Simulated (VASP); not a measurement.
# Co (P6_3/mmc) in VASP: a series of runs, part 2 of 2

VASP 6.6.1.

### Step 3. Single point, PBEsol, collinear spin, ferromagnetic start

File INCAR:

```
PREC     = Accurate       # precision mode
ENCUT    = 520            # plane-wave cutoff, eV
EDIFF    = 1E-6           # SCF threshold, eV
ISMEAR   = -1             # smearing method
SIGMA    = 0.05           # smearing width, eV
LREAL    = False          # projectors in reciprocal space
LASPH    = True           # aspherical terms in the spheres
NELM     = 150            # most SCF steps
ALGO     = Normal         # electronic algorithm
ISIF     = 2              # what is computed and relaxed
LWAVE    = False          # write WAVECAR
LCHARG   = False          # write CHGCAR
ISPIN    = 2              # spin polarisation
MAGMOM   = 0.5 0.5        # initial moments
LORBIT   = 11             # projections on sites
NUPDOWN  = 1.0            # fixed moment
LMAXMIX  = 4              # l up to which the mixer works
GGA      = PS             # functional
NBANDS   = 20             # bands
```

File KPOINTS:

```
regular mesh
0
Gamma
  10 10 6
```

File POSCAR:

```
Co
1.0
    2.4719999032      0.0000000000      0.0000000000
   -1.2359999516      2.1408147143      0.0000000000
    0.0000000000      0.0000000000      4.0211440800
Co
2
Direct
    0.6666666667      0.3333333333      0.7500000000
    0.3333333333      0.6666666667      0.2500000000
```

Potentials or basis: VASP PAW PBE potentials, release 64 (Co).

Run with:

```
$ cat potpaw_PBE.64/Co/POTCAR > POTCAR
$ mpirun -np 1 vasp_std > vasp.out
```

OUTCAR:

```text
PREC = Accurate
   ENCUT = 520
   EDIFF = 1E-6
   ISMEAR = -1
   LREAL = False
   LASPH = True
   NELM = 150
   ISIF = 2
   ISPIN = 2
   LORBIT = 11
   NUPDOWN = 1.0
   GGA = PS

 ion  position               nearest neighbor table
   1  0.667  0.333  0.750-   2 2.47   2 2.47   2 2.47   2 2.47   2 2.47   2 2.47
   2  0.333  0.667  0.250-   1 2.47   1 2.47   1 2.47   1 2.47   1 2.47   1 2.47

  LATTYP: Found a hexagonal cell.
 ALAT       =     2.4719999032
 C/A-ratio  =     1.6266764715

  Lattice vectors:

 A1 = (   2.4719999032,   0.0000000000,   0.0000000000)
 A2 = (  -1.2359999516,   2.1408147143,   0.0000000000)
 A3 = (   0.0000000000,   0.0000000000,   4.0211440800)

Analysis of symmetry for initial positions (statically):
=====================================================================
 Subroutine PRICEL returns:
 Original cell was already a primitive cell.

 Routine SETGRP: Setting up the symmetry group for a
 hexagonal supercell.

 Subroutine GETGRP returns: Found 24 space group operations
 (whereof 12 operations were pure point group operations)
 out of a pool of 24 trial point group operations.

The static configuration has the point symmetry D_3d.
 The point group associated with its full space group is D_6h.

Analysis of symmetry for dynamics (positions and initial velocities):
=====================================================================
 Subroutine PRICEL returns:
 Original cell was already a primitive cell.

 Routine SETGRP: Setting up the symmetry group for a
 hexagonal supercell.

 Subroutine GETGRP returns: Found 24 space group operations
 (whereof 12 operations were pure point group operations)
 out of a pool of 24 trial point group operations.

The dynamic configuration has the point symmetry D_3d.
 The point group associated with its full space group is D_6h.

Analysis of structural, dynamic, and magnetic symmetry:
=====================================================================
 Subroutine PRICEL returns:
 Original cell was already a primitive cell.

 Routine SETGRP: Setting up the symmetry group for a
 hexagonal supercell.

 Subroutine GETGRP returns: Found 24 space group operations
 (whereof 12 operations were pure point group operations)
 out of a pool of 24 trial point group operations.

The overall configuration has the point symmetry D_3d.
 The point group associated with its full space group is D_6h.

 Subroutine INISYM returns: Found 24 space group operations
 (whereof 12 operations are pure point group operations),
 and found     1 'primitive' translations

----------------------------------------------------------------------------------------

                                     Primitive cell

  volume of cell :      21.2803

  direct lattice vectors                    reciprocal lattice vectors
[... 66 lines left out ...]
  0.300000  0.100000  0.166667     24.000000
  0.400000  0.100000  0.166667     24.000000
 [... further k-points ...]
   k-points           NKPTS =     56   k-points in BZ     NKDIM =     56   number of bands    NBANDS=     20
   number of dos      NEDOS =    301   number of ions     NIONS =      2
   total plane-waves  NPLWV =   9720
   dimension x,y,z NGX =    18 NGY =   18 NGZ =   30
   dimension x,y,z NGXF=    36 NGYF=   36 NGZF=   60
   ions per type =               2
   NGX,Y,Z   is equivalent  to a cutoff of  12.11, 12.11, 12.40 a.u.
   NGXF,Y,Z  is equivalent  to a cutoff of  24.21, 24.21, 24.81 a.u.
 SYSTEM =  unknown system
   PREC   = accura    normal or accurate (medium, high low for compatibility)
   ISTART =      0    job   : 0-new  1-cont  2-samecut
   ICHARG =      2    charge: 1-file 2-atom 10-const
   ISPIN  =      2    spin polarized calculation?
   LNONCOLLINEAR =      F non collinear calculations
   LSORBIT =      F    spin-orbit coupling
   LASPH  =      T    aspherical Exc in radial PAW
   ENCUT  =  520.0 eV  38.22 Ry    6.18 a.u.   4.60  4.60  7.48*2*pi/ulx,y,z
   NELM   =    150;   NELMIN=  2; NELMDL= -5     # of ELM steps
   EDIFF  = 0.1E-05   stopping-criterion for ELM
   LREAL  =      F    real-space projection
   EDIFFG = 0.1E-04   stopping-criterion for IOM
   NSW    =      0    number of steps for IOM
   IBRION =     -1    ionic relax: 0-MD 1-quasi-New 2-CG
   NFREE  =      0    steps in history (QN), initial steepest desc. (CG)
   ISIF   =      2    stress and relaxation
   ISYM   =      2    0-nonsym 1-usesym 2-fastsym
   POTIM  = 0.5000    time-step for ionic-motion
   TEBEG  =    0.0;   TEEND  =   0.0 temperature during run
   PSTRESS=    0.0 pullay stress
   NELECT =      18.0000    total number of electrons
   NUPDOWN=       1.0000    fix difference up-down
   EMIN   =  10.00;   EMAX   =-10.00  energy-range for DOS
   EFERMI =   0.00;   METHOD = LEGACY
   ISMEAR =    -1;   SIGMA  =   0.05  broadening in eV -4-tet -1-fermi 0-gaus
   EFERMI_NEDOS =   21; number of points for ismear=-14 and -15
   IALGO  =     38    algorithm
   IMIX   =      4    mixing-type and parameters
     AMIX     =   0.40;   BMIX     =  1.00
     AMIX_MAG =   1.60;   BMIX_MAG =  1.00
  volume/ion in A,a.u.               =      10.64        71.80
  Fermi-wavevector in a.u.,A,eV,Ry     =   1.548246  2.925761 32.614055  2.397065
  Thomas-Fermi vector in A             =   2.653224
   LORBIT       =     11    0 simple, 1 ext, 2 COOP (PROOUT), +10 PAW based schemes
   GGA     = PS    functional components
   LHFCALC =     F    Hartree Fock is set to
   AEXX    =    0.0000 exact exchange contribution
   IVDW    =     0    specifies the selected vdW correction
   LEPSILON=     F    determine dielectric tensor
   LRPA    =     F    only Hartree local field effects (RPA)
 spin polarized calculation
  energy-cutoff  :      520.00
  volume of cell :       21.28
 maximum number of plane-waves:       585
   NGX =  9   NGY =  9   NGZ = 15

 number of electron      17.9999990 magnetization       0.9999999

 Free energy of the ion-electron system (eV)
  ---------------------------------------------------
  ext. energy  EPLUGINS =         0.00000000
  ---------------------------------------------------
  free energy    TOTEN  =       -15.12316814 eV

  energy without entropy =      -15.07822987  energy(sigma->0) =      -15.10069900

 E-fermi :  10.3563     XC(G=0): -13.7111

 val. band max:       10.3461956398   @ k =   0.3000   0.3000   0.0000
 cond. band min:      10.1438820785   @ k =   0.4000   0.0000   0.3333
 fundamental gap:     -0.2023135613
 Fermi energy:        10.1418735065

 spin component 1

 k-point     1 :       0.0000    0.0000    0.0000
  band No.  band energies     occupation
      1       1.2817      1.00000
      2       5.3891      1.00000
      3       8.1517      1.00000
      4       8.2203      1.00000
      5       8.2203      1.00000
      6       8.5516      1.00000
[... 541 lines left out ...]
     19      34.8802      0.00000
     20      35.3816      0.00000

 [... further k-points ...]

 spin component 2

 k-point     1 :       0.0000    0.0000    0.0000
  band No.  band energies     occupation
      1       1.2775      1.00000
      2       5.6643      1.00000
      3       8.6325      1.00000
      4       8.7049      1.00000
      5       8.7049      1.00000
      6       9.0521      1.00000
[... 541 lines left out ...]
     19      34.9150      0.00000
     20      35.4895      0.00000

 [... further k-points ...]
[... 5 lines left out ...]
  --------------------------------------------------------------------------------------
  -------------------------------------------------------------------------------------
  Total       -2.1633802     -2.1633802     -2.4867323     -0.0000000      0.0000000      0.0000000
  in kB     -162.8794397   -162.8794397   -187.2244029     -0.0000000      0.0000000      0.0000000
  external PRESSURE =    -170.9944274 kB  Pullay stress =       0.0000000 kB

 VOLUME and BASIS-vectors are now :
 -----------------------------------------------------------------------------
  energy-cutoff  :      520.00
  volume of cell :       21.28
      direct lattice vectors                 reciprocal lattice vectors
     2.471999903  0.000000000  0.000000000     0.404530760  0.233555943  0.000000000
    -1.235999952  2.140814714  0.000000000     0.000000000  0.467111887  0.000000000
     0.000000000  0.000000000  4.021144080     0.000000000  0.000000000  0.248685444

 POSITION                                       TOTAL-FORCE (eV/Angst)
 -----------------------------------------------------------------------------------
      1.23600      0.71360      3.01586         0.000000      0.000000      0.000000
     -0.00000      1.42721      1.00529        -0.000000     -0.000000      0.000000
 -----------------------------------------------------------------------------------
    total drift:                                0.000000     -0.000000     -0.000000

  FREE ENERGIE OF THE ION-ELECTRON SYSTEM (eV)
  ---------------------------------------------------
  free  energy   TOTEN  =       -15.1231681373 eV

  energy  without entropy=      -15.0782298699  energy(sigma->0) =      -15.10069900

 total charge

# of ion       s       p       d       tot
------------------------------------------
    1        0.490   0.536   7.280   8.307
    2        0.490   0.536   7.280   8.307
--------------------------------------------------
tot          0.981   1.073  14.561  16.614

 magnetization (x)

# of ion       s       p       d       tot
------------------------------------------
    1       -0.007  -0.022   0.536   0.507
    2       -0.007  -0.022   0.536   0.507
--------------------------------------------------
tot         -0.014  -0.044   1.072   1.014
```

Run time: 64 s. Hardware: 1 thread of Intel Xeon 8259CL, shared host; peak memory 0.16 GiB.

What came out:

- Free energy: -15.1232 eV
- Pressure: -17.1 GPa
- Net moment: 1.00 μB per cell
- Site moments: Co +0.51 μB
- Valence electrons inside the program's atomic spheres: Co 8.31

Caveat: the cell stands under tension; the PAW data sets were made with another functional, which shifts forces and pressure a little; the total moment is fixed, so each spin has its own Fermi level.

### Step 4. Single point, PBEsol, collinear spin, ferromagnetic start

File INCAR:

```
ALGO = Normal
EDIFF = 1E-6
ENCUT = 520
GGA = PS
ISIF = 2
ISMEAR = -1
ISPIN = 2
LASPH = True
LCHARG = False
LMAXMIX = 4
LORBIT = 11
LREAL = False
LWAVE = False
MAGMOM = 1 1
NBANDS = 20
NELM = 150
NUPDOWN = 2.0
PREC = Accurate
SIGMA = 0.05
```

File KPOINTS:

```
k-points
0
Gamma
  10 10 6
```

POSCAR is that of step 3.

Run with:

```
$ cat potpaw_PBE.64/Co/POTCAR > POTCAR
$ mpirun -np 1 vasp_std > vasp.out
```

Run time: 64 s. Hardware: 1 thread of Intel Xeon 8259CL, shared host; peak memory 0.16 GiB.

Results (log left out):

* Free energy: -15.2634 eV
* Pressure: -13.6 GPa
* Net moment: 2.00 μB per cell
* Site moments: Co +1.01 μB
* Valence electrons inside the program's atomic spheres: Co 8.31

Stress tensor (GPa, compression positive):
```
-12.44   0.00   0.00
  0.00 -12.44   0.00
  0.00   0.00 -15.89
```

Caveat: the cell stands under tension; the PAW data sets were made with another functional, which shifts forces and pressure a little; the total moment is fixed, so each spin has its own Fermi level.

### Step 5. Single point, PBEsol, collinear spin, ferromagnetic start

File INCAR:

```
  PREC = Accurate
  ENCUT = 520
  EDIFF = 1E-7
  ISMEAR = -1
  SIGMA = 0.05
  LREAL = False
  LASPH = True
  NELM = 150
  ALGO = Normal
  ISIF = 2
  LWAVE = False
  LCHARG = True
  ISPIN = 2
  MAGMOM = 1.5 1.5
  LORBIT = 11
  NUPDOWN = 3.0
  LMAXMIX = 4
  GGA = PS
  LELF = True
  LVHAR = True
  NBANDS = 20
```

File KPOINTS:

```
Automatic mesh
0
Gamma
  10 10 6
```

POSCAR is that of step 4.

Run with:

```
$ cat potpaw_PBE.64/Co/POTCAR > POTCAR
$ mpirun -np 1 vasp_std > vasp.out
```

Wall time 80 s (1 thread of Intel Xeon 8259CL, shared host); peak memory 0.16 GiB.

Results (log left out):

| Item | Value |
| --- | --- |
| Free energy | -15.4489 eV |
| Pressure | -8.0 GPa |
| Net moment | 3.00 μB per cell |
| Site moments | Co +1.51 μB |
| Valence electrons inside the program's atomic spheres | Co 8.31 |

Stress tensor (GPa, compression positive):
```
-7.07  0.00  0.00
 0.00 -7.07  0.00
 0.00  0.00 -9.96
```

Caveat: the cell stands under tension; the PAW data sets were made with another functional, which shifts forces and pressure a little; the total moment is fixed, so each spin has its own Fermi level.

### Step 6. The runs side by side

```tsv
spin	fixed moment (μB)	pressure (GPa)	moment (μB)
collinear, zero start	0.0	-18.0	0.00
collinear, ferromagnetic start	1.0	-17.1	1.00
collinear, ferromagnetic start	2.0	-13.6	2.00
collinear, ferromagnetic start	3.0	-8.0	3.00
```

Alike in all rows: task single point; level PBEsol; potentials or basis VASP PAW PBE potentials, release 64 (Co); cell as given; k mesh 10 × 10 × 6; cutoff (eV) 520; smearing fermi-dirac 0.05 eV.

Caveats: the cell stands under tension; the PAW data sets were made with another functional, which shifts forces and pressure a little; the total moment is fixed, so each spin has its own Fermi level.

Total energies depend on the potentials used, so only differences within one code and one set of settings carry meaning.
